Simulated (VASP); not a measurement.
# La (P6_3/mmc) in VASP: a series of runs

Aim: see how the results for La move with the level of theory and the settings. Levels: LDA, PBEsol+U. Tasks: single point.

All numbers are computed with VASP 6.6.1; they aren't measurements. Logs are shortened: lines on timing, memory, paths and dates and some standing lists are left out, and cuts for length are marked.

## (1) The cell of the first run

It takes space group P6_3/mmc (No. 194, hexagonal). Conventional cell: a = 3.775 Å, b = 3.775 Å, c = 6.110 Å, α = 90.00°, β = 90.00°, γ = 120.00°. La (site symmetry -6m2) has 12 La at 3.75 to 3.77 Å within 4.9 Å.

## (2) Single point, LDA (37.70 Å³/atom)

The input, INCAR:

```
PREC = Accurate
ENCUT = 520
EDIFF = 1E-7
ISMEAR = -1
SIGMA = 0.05
LREAL = F
LASPH = T
NELM = 100
ALGO = Normal
ISIF = 2
LWAVE = F
LCHARG = T
LELF = T
LVHAR = T
NBANDS = 18
```

The input, KPOINTS:

```
regular mesh
0
Gamma
  8 8 5
```

The input, POSCAR:

```
La
1.0
    3.7748351609      0.0000000000      0.0000000000
   -1.8874175804      3.2691031444      0.0000000000
    0.0000000000      0.0000000000      6.1101998470
La
2
Direct
    0.6666666667      0.3333333333      0.7500000000
    0.3333333333      0.6666666667      0.2500000000
```

Potentials or basis: VASP PAW LDA potentials, release 64 (La).

Command:

```sh
$ cat potpaw_LDA.64/La/POTCAR > POTCAR
$ mpirun -np 1 vasp_std > vasp.out
```

OUTCAR:

```text
PREC = Accurate
   ENCUT = 520
   EDIFF = 1E-7
   ISMEAR = -1
   LREAL = F
   LASPH = T
   NELM = 100
   ISIF = 2

 ion  position               nearest neighbor table
   1  0.667  0.333  0.750-
   2  0.333  0.667  0.250-

  LATTYP: Found a hexagonal cell.
 ALAT       =     3.7748351609
 C/A-ratio  =     1.6186666666

  Lattice vectors:

 A1 = (   3.7748351609,   0.0000000000,   0.0000000000)
 A2 = (  -1.8874175804,   3.2691031444,   0.0000000000)
 A3 = (   0.0000000000,   0.0000000000,   6.1101998470)

Analysis of symmetry for initial positions (statically):
=====================================================================
 Subroutine PRICEL returns:
 Original cell was already a primitive cell.

 Routine SETGRP: Setting up the symmetry group for a
 hexagonal supercell.

 Subroutine GETGRP returns: Found 24 space group operations
 (whereof 12 operations were pure point group operations)
 out of a pool of 24 trial point group operations.

The static configuration has the point symmetry D_3d.
 The point group associated with its full space group is D_6h.

Analysis of symmetry for dynamics (positions and initial velocities):
=====================================================================
 Subroutine PRICEL returns:
 Original cell was already a primitive cell.

 Routine SETGRP: Setting up the symmetry group for a
 hexagonal supercell.

 Subroutine GETGRP returns: Found 24 space group operations
 (whereof 12 operations were pure point group operations)
 out of a pool of 24 trial point group operations.

The dynamic configuration has the point symmetry D_3d.
 The point group associated with its full space group is D_6h.

 Subroutine INISYM returns: Found 24 space group operations
 (whereof 12 operations are pure point group operations),
 and found     1 'primitive' translations

----------------------------------------------------------------------------------------

                                     Primitive cell

  volume of cell :      75.4019

  direct lattice vectors                    reciprocal lattice vectors
     3.774835161  0.000000000  0.000000000     0.264912230  0.152947147  0.000000000
    -1.887417580  3.269103144  0.000000000     0.000000000  0.305894294  0.000000000
     0.000000000  0.000000000  6.110199847     0.000000000  0.000000000  0.163660768

  length of vectors
[... 79 lines left out ...]
   LASPH  =      T    aspherical Exc in radial PAW
   ENCUT  =  520.0 eV  38.22 Ry    6.18 a.u.   7.02  7.02 11.36*2*pi/ulx,y,z
   NELM   =    100;   NELMIN=  2; NELMDL= -5     # of ELM steps
   EDIFF  = 0.1E-06   stopping-criterion for ELM
   LREAL  =      F    real-space projection
   EDIFFG = 0.1E-05   stopping-criterion for IOM
   NSW    =      0    number of steps for IOM
   IBRION =     -1    ionic relax: 0-MD 1-quasi-New 2-CG
   NFREE  =      0    steps in history (QN), initial steepest desc. (CG)
   ISIF   =      2    stress and relaxation
   ISYM   =      2    0-nonsym 1-usesym 2-fastsym
   POTIM  = 0.5000    time-step for ionic-motion
   TEBEG  =    0.0;   TEEND  =   0.0 temperature during run
   PSTRESS=    0.0 pullay stress
   NELECT =      22.0000    total number of electrons
   NUPDOWN=      -1.0000    fix difference up-down
   EMIN   =  10.00;   EMAX   =-10.00  energy-range for DOS
   EFERMI =   0.00;   METHOD = LEGACY
   ISMEAR =    -1;   SIGMA  =   0.05  broadening in eV -4-tet -1-fermi 0-gaus
   EFERMI_NEDOS =   21; number of points for ismear=-14 and -15
   IALGO  =     38    algorithm
   IMIX   =      4    mixing-type and parameters
     AMIX     =   0.40;   BMIX     =  1.00
     AMIX_MAG =   1.60;   BMIX_MAG =  1.00
  volume/ion in A,a.u.               =      37.70       254.42
  Fermi-wavevector in a.u.,A,eV,Ry     =   1.085813  2.051889 16.041132  1.178990
  Thomas-Fermi vector in A             =   2.221935
   LORBIT       =      0    0 simple, 1 ext, 2 COOP (PROOUT), +10 PAW based schemes
   GGA     = CA    functional components
   LHFCALC =     F    Hartree Fock is set to
   AEXX    =    0.0000 exact exchange contribution
   IVDW    =     0    specifies the selected vdW correction
   LEPSILON=     F    determine dielectric tensor
   LRPA    =     F    only Hartree local field effects (RPA)
 non-spin polarized calculation
  energy-cutoff  :      520.00
  volume of cell :       75.40
 maximum number of plane-waves:      2043
 NGX is ok and might be reduce to    28
   NGX = 13   NGY = 13   NGZ = 23

 number of electron      21.9999998 magnetization

 Free energy of the ion-electron system (eV)
  ---------------------------------------------------
  ext. energy  EPLUGINS =         0.00000000
  ---------------------------------------------------
  free energy    TOTEN  =       -10.96594181 eV

  energy without entropy =      -10.92800661  energy(sigma->0) =      -10.94697421

 E-fermi :   7.5021     XC(G=0):  -9.7046

 val. band max:        7.4771944030   @ k =   0.1250   0.1250   0.0000
 cond. band min:       7.5233506166   @ k =   0.3750   0.2500   0.2000
 fundamental gap:      0.0461562135
 Fermi energy:         7.5020845348

 k-point     1 :       0.0000    0.0000    0.0000
  band No.  band energies     occupation
      1     -25.2644      2.00000
      2     -25.0709      2.00000
      3      -9.6295      2.00000
      4      -8.4641      2.00000
      5      -8.4641      2.00000
      6      -8.2832      2.00000
[... 481 lines left out ...]
      5      -8.7296      2.00000
      6      -8.6249      2.00000
[... 10 lines left out ...]
     17       9.0606      0.00000
     18       9.1176      0.00000

 [... further k-points ...]

------------------------ aborting loop because EDIFF is reached ----------------------------------------

  FORCE on cell =-STRESS in cart. coord.  units (eV):
  Direction    XX          YY          ZZ          XY          YZ          ZX
  --------------------------------------------------------------------------------------
  -------------------------------------------------------------------------------------
  Total       -1.4910398     -1.4910398     -1.6387047     -0.0000000     -0.0000000      0.0000000
  in kB      -31.6823785    -31.6823785    -34.8200390     -0.0000000     -0.0000000      0.0000000
  external PRESSURE =     -32.7282653 kB  Pullay stress =       0.0000000 kB

 VOLUME and BASIS-vectors are now :
 -----------------------------------------------------------------------------
  energy-cutoff  :      520.00
  volume of cell :       75.40
      direct lattice vectors                 reciprocal lattice vectors
     3.774835161  0.000000000  0.000000000     0.264912230  0.152947147  0.000000000
    -1.887417580  3.269103144  0.000000000     0.000000000  0.305894294  0.000000000
     0.000000000  0.000000000  6.110199847     0.000000000  0.000000000  0.163660768

 POSITION                                       TOTAL-FORCE (eV/Angst)
 -----------------------------------------------------------------------------------
      1.88742      1.08970      4.58265         0.000000      0.000000      0.000000
     -0.00000      2.17940      1.52755        -0.000000     -0.000000      0.000000
 -----------------------------------------------------------------------------------
    total drift:                               -0.000000      0.000000     -0.000000

  FREE ENERGIE OF THE ION-ELECTRON SYSTEM (eV)
  ---------------------------------------------------
  free  energy   TOTEN  =       -10.9659418127 eV

  energy  without entropy=      -10.9280066055  energy(sigma->0) =      -10.94697421
```

OSZICAR:

```text
N       E                     dE             d eps       ncg     rms          rms(c)
DAV:   1     0.249092322141E+03    0.24909E+03   -0.81733E+03  1080   0.170E+03
DAV:   2     0.278642090943E+02   -0.22123E+03   -0.21750E+03  1504   0.297E+02
DAV:   3    -0.723633131016E+01   -0.35101E+02   -0.34302E+02  1784   0.138E+02
DAV:   4    -0.106794048197E+02   -0.34431E+01   -0.33954E+01  2148   0.394E+01
DAV:   5    -0.109532943874E+02   -0.27389E+00   -0.27306E+00  1752   0.104E+01    0.321E+00
DAV:   6    -0.109811049776E+02   -0.27811E-01   -0.62959E-01  2160   0.504E+00    0.154E+00
DAV:   7    -0.109676816480E+02    0.13423E-01   -0.40928E-02  1800   0.141E+00    0.549E-01
DAV:   8    -0.109658461653E+02    0.18355E-02   -0.71833E-03  2160   0.623E-01    0.535E-02
DAV:   9    -0.109659155752E+02   -0.69410E-04   -0.59818E-04  1840   0.149E-01    0.343E-02
DAV:  10    -0.109659431550E+02   -0.27580E-04   -0.19173E-04  2064   0.776E-02    0.261E-02
DAV:  11    -0.109659417974E+02    0.13576E-05   -0.24195E-05  1784   0.450E-02    0.634E-03
DAV:  12    -0.109659418430E+02   -0.45670E-07   -0.16524E-06  2080   0.142E-02    0.137E-03
DAV:  13    -0.109659418127E+02    0.30303E-07   -0.26642E-07  1480   0.478E-03
   1 F= -.10965942E+02 E0= -.10946974E+02  d E =-.379352E-01
```

Wall time 63 s (1 thread of Intel Xeon 8259CL, shared host); peak memory 0.18 GiB.

Results:

- Free energy: -10.9659 eV
- Pressure: -3.3 GPa
- Band gap on the k mesh: zero (bands 11 and 12 overlap by 1.18 eV)

Stress tensor (GPa, compression positive):
```
-3.17  0.00  0.00
 0.00 -3.17  0.00
 0.00  0.00 -3.48
```

Caveat: the cell stands under tension; spin-orbit coupling is left out, which moves the levels of the heavy elements.

## (3) Single point, LDA (38.44 Å³/atom)

This run uses another cell than the first one, of 38.44 Å³/atom.

The input, INCAR:

```
PREC = Accurate
ENCUT = 520
EDIFF = 1E-6
ISMEAR = -1
SIGMA = 0.05
LREAL = F
LASPH = T
NELM = 60
ALGO = Fast
ISIF = 2
LWAVE = F
LCHARG = F
NBANDS = 18
```

KPOINTS is that of step 2.

The input, POSCAR:

```
La
1.0
    3.7993477643      0.0000000000      0.0000000000
   -1.8996738822      3.2903316817      0.0000000000
    0.0000000000      0.0000000000      6.1498775812
La
2
Direct
    0.6666666667      0.3333333333      0.7500000000
    0.3333333333      0.6666666667      0.2500000000
```

Potentials or basis: VASP PAW LDA potentials, release 64 (La).

Command:

```sh
$ cat potpaw_LDA.64/La/POTCAR > POTCAR
$ mpirun -np 1 vasp_std > vasp.out
```

OUTCAR:

```text
PREC = Accurate
   ENCUT = 520
   EDIFF = 1E-6
   ISMEAR = -1
   LREAL = F
   LASPH = T
   NELM = 60
   ISIF = 2

 ion  position               nearest neighbor table
   1  0.667  0.333  0.750-
   2  0.333  0.667  0.250-

  LATTYP: Found a hexagonal cell.
 ALAT       =     3.7993477643
 C/A-ratio  =     1.6186666667

  Lattice vectors:

 A1 = (   3.7993477643,   0.0000000000,   0.0000000000)
 A2 = (  -1.8996738822,   3.2903316817,   0.0000000000)
 A3 = (   0.0000000000,   0.0000000000,   6.1498775812)

Analysis of symmetry for initial positions (statically):
=====================================================================
 Subroutine PRICEL returns:
 Original cell was already a primitive cell.

 Routine SETGRP: Setting up the symmetry group for a
 hexagonal supercell.

 Subroutine GETGRP returns: Found 24 space group operations
 (whereof 12 operations were pure point group operations)
 out of a pool of 24 trial point group operations.

The static configuration has the point symmetry D_3d.
 The point group associated with its full space group is D_6h.

[... 157 lines left out ...]
  free energy    TOTEN  =       -10.93399139 eV

  energy without entropy =      -10.89590701  energy(sigma->0) =      -10.91494920

 E-fermi :   7.3201     XC(G=0):  -9.6268

 val. band max:        7.3104475140   @ k =   0.1250   0.1250   0.0000
 cond. band min:       7.3281818019   @ k =   0.3750   0.2500   0.2000
 fundamental gap:      0.0177342879
 Fermi energy:         7.3201054220

 k-point     1 :       0.0000    0.0000    0.0000
  band No.  band energies     occupation
      1     -25.4741      2.00000
      2     -25.2951      2.00000
      3      -9.7993      2.00000
      4      -8.7000      2.00000
      5      -8.7000      2.00000
      6      -8.5288      2.00000
[... 481 lines left out ...]
      5      -8.9489      2.00000
      6      -8.8515      2.00000
[... 10 lines left out ...]
     17       8.8710      0.00000
     18       8.8997      0.00000

 [... further k-points ...]

------------------------ aborting loop because EDIFF is reached ----------------------------------------

  FORCE on cell =-STRESS in cart. coord.  units (eV):
  Direction    XX          YY          ZZ          XY          YZ          ZX
  --------------------------------------------------------------------------------------
  -------------------------------------------------------------------------------------
  Total       -1.7008601     -1.7008601     -1.8693023      0.0000000      0.0000000     -0.0000000
  in kB      -35.4457346    -35.4457346    -38.9560518      0.0000000      0.0000000     -0.0000000
  external PRESSURE =     -36.6158404 kB  Pullay stress =       0.0000000 kB

 VOLUME and BASIS-vectors are now :
 -----------------------------------------------------------------------------
  energy-cutoff  :      520.00
  volume of cell :       76.88
      direct lattice vectors                 reciprocal lattice vectors
     3.799347764  0.000000000  0.000000000     0.263203071  0.151960364  0.000000000
    -1.899673882  3.290331682  0.000000000     0.000000000  0.303920728  0.000000000
     0.000000000  0.000000000  6.149877581     0.000000000  0.000000000  0.162604863

 POSITION                                       TOTAL-FORCE (eV/Angst)
 -----------------------------------------------------------------------------------
      1.89967      1.09678      4.61241        -0.000000      0.000000      0.000000
     -0.00000      2.19355      1.53747         0.000000     -0.000000      0.000000
 -----------------------------------------------------------------------------------
    total drift:                                0.000000     -0.000000      0.000000

  FREE ENERGIE OF THE ION-ELECTRON SYSTEM (eV)
  ---------------------------------------------------
  free  energy   TOTEN  =       -10.9339913936 eV

  energy  without entropy=      -10.8959070081  energy(sigma->0) =      -10.91494920
```

OSZICAR:

```text
N       E                     dE             d eps       ncg     rms          rms(c)
DAV:   1     0.252049782270E+03    0.25205E+03   -0.80334E+03  1080   0.168E+03
DAV:   2     0.266553747526E+02   -0.22539E+03   -0.22152E+03  1552   0.295E+02
DAV:   3    -0.753597404540E+01   -0.34191E+02   -0.33205E+02  1786   0.137E+02
[... 36 lines left out ...]
RMM:  40    -0.109339867792E+02   -0.15415E-05   -0.14673E-05  1433   0.369E-02    0.273E-02
RMM:  41    -0.109339881947E+02   -0.14155E-05   -0.13142E-05  1396   0.336E-02    0.277E-02
RMM:  42    -0.109339894120E+02   -0.12173E-05   -0.11868E-05  1371   0.305E-02    0.288E-02
RMM:  43    -0.109339905336E+02   -0.11216E-05   -0.10809E-05  1338   0.288E-02    0.256E-02
RMM:  44    -0.109339913936E+02   -0.86004E-06   -0.99140E-06  1315   0.287E-02
   1 F= -.10933991E+02 E0= -.10914949E+02  d E =-.380844E-01
```

stdout:

```text
POSCAR found type information on POSCAR La
 POSCAR found :  1 types and       2 ions
 scaLAPACK will be used
 LDA part: xc-table for (Slater(with rela. corr.)+CA(PZ))
 , standard interpolation
 POSCAR, INCAR and KPOINTS ok, starting setup
 FFT: planning ... GRIDC
 FFT: planning ... GRID_SOFT
 FFT: planning ... GRID
 WAVECAR not read
 entering main loop
WARNING in EDDRMM: call to ZHEGV failed, returncode =   6  3     17
WARNING in EDDRMM: call to ZHEGV failed, returncode =   8  4     10
WARNING in EDDRMM: call to ZHEGV failed, returncode =   6  3     10
WARNING in EDDRMM: call to ZHEGV failed, returncode =   8  4      2
WARNING in EDDRMM: call to ZHEGV failed, returncode =   8  4      1
```

Wall time 5.1 min (1 thread of Intel Xeon 8259CL, shared host); peak memory 0.19 GiB.

What came out:

| Property | Result |
| --- | --- |
| Free energy | -10.9340 eV |
| Pressure | -3.7 GPa |
| Band gap on the k mesh | zero (bands 11 and 12 overlap by 1.16 eV) |

Levels at points of the mesh, in eV from the Fermi level:
| k point | band 9 | band 10 | band 11 | band 12 | band 13 | band 14 |
| --- | --- | --- | --- | --- | --- | --- |
| (0.00, 0.00, 0.00) | -3.21 | -1.72 | 0.98 | 1.27 | 1.28 | 1.32 |
| (0.50, 0.00, 0.00) | -1.51 | -1.16 | -1.06 | 1.08 | 1.19 | 1.21 |

Caveat: the cell stands under tension; spin-orbit coupling is left out, which moves the levels of the heavy elements.

## (4) Single point, PBEsol+U

This run uses another cell than the first one, of 36.96 Å³/atom.

The input, INCAR:

```
PREC = Accurate ; ENCUT = 520
EDIFF = 1E-6 ; ISMEAR = -1
SIGMA = 0.05 ; LREAL = F
LASPH = T ; NELM = 150
ALGO = Normal ; ISIF = 2
LWAVE = F ; LCHARG = F
LMAXMIX = 6 ; LDAU = T
LDAUTYPE = 2 ; LDAUL = 3
LDAUU = 6 ; LDAUJ = 0
LDAUPRINT = 1 ; GGA = PS
NBANDS = 18
```

KPOINTS is that of step 3.

The input, POSCAR:

```
La
1.0
    3.7500000000      0.0000000000      0.0000000000
   -1.8750000000      3.2475952642      0.0000000000
    0.0000000000      0.0000000000      6.0700000000
La
2
Direct
    0.6666666667      0.3333333333      0.7500000000
    0.3333333333      0.6666666667      0.2500000000
```

Potentials or basis: VASP PAW PBE potentials, release 64 (La).

Command:

```sh
$ cat potpaw_PBE.64/La/POTCAR > POTCAR
$ mpirun -np 1 vasp_std > vasp.out
```

Run time: 33 s. Hardware: 1 thread of Intel Xeon Platinum 8488C (Sapphire Rapids), shared host; peak memory 0.2 GiB.

It converged, with:

* Free energy: -10.3312 eV
* Pressure: -0.1 GPa
* Band gap on the k mesh: zero (bands 11 and 12 overlap by 1.58 eV)

Stress tensor (GPa, compression positive):
```
-0.13  0.00  0.00
 0.00 -0.13  0.00
 0.00  0.00  0.05
```

Levels at points of the mesh, in eV from the Fermi level:
| k point | band 9 | band 10 | band 11 | band 12 | band 13 | band 14 |
| --- | --- | --- | --- | --- | --- | --- |
| (0.00, 0.00, 0.00) | -3.33 | -1.87 | 1.33 | 1.33 | 1.34 | 1.97 |
| (0.50, 0.00, 0.00) | -1.70 | -1.27 | -1.22 | 1.14 | 1.32 | 1.49 |

Eigenvalues of the final occupation matrices:
| site | spin | trace | eigenvalues |
| --- | --- | --- | --- |
| site 1 f | 1 | 0.01 | 0.00 0.00 0.00 0.00 0.00 0.00 0.00 |
| site 1 f | 2 | 0.01 | 0.00 0.00 0.00 0.00 0.00 0.00 0.00 |
| site 2 f | 1 | 0.01 | 0.00 0.00 0.00 0.00 0.00 0.00 0.00 |
| site 2 f | 2 | 0.01 | 0.00 0.00 0.00 0.00 0.00 0.00 0.00 |

Caveat: the PAW data sets were made with another functional, which shifts forces and pressure a little; spin-orbit coupling is left out, which moves the levels of the heavy elements; U without spin polarisation on a metal has little footing; the U is typed as a test and isn't derived for this compound.

## (5) The runs side by side

```csv
level,potentials or basis,U,cell,gap on the mesh (eV),pressure (GPa)
LDA,"VASP PAW LDA potentials, release 64 (La)",-,"a = 3.775, b = 3.775, c = 6.110 Å, angles 90.0, 90.0, 120.0°, 2 atoms",none,-3.3
LDA,"VASP PAW LDA potentials, release 64 (La)",-,"a = 3.799, b = 3.799, c = 6.150 Å, angles 90.0, 90.0, 120.0°, 2 atoms",none,-3.7
PBEsol+U,"VASP PAW PBE potentials, release 64 (La)",La f U = 6.0 eV,"a = 3.750, b = 3.750, c = 6.070 Å, angles 90.0, 90.0, 120.0°, 2 atoms",none,-0.1
```

Alike in all rows: task single point; no spin polarisation; k mesh 8 × 8 × 5; cutoff (eV) 520; smearing fermi-dirac 0.05 eV.

Caveats: spin-orbit coupling is left out, which moves the levels of the heavy elements; the cell stands under tension (at least some runs); the PAW data sets were made with another functional, which shifts forces and pressure a little (at least some runs); U without spin polarisation on a metal has little footing (at least some runs); the U is typed as a test and isn't derived for this compound (at least some runs).

Absolute energies hang on the potentials; compare differences alone.
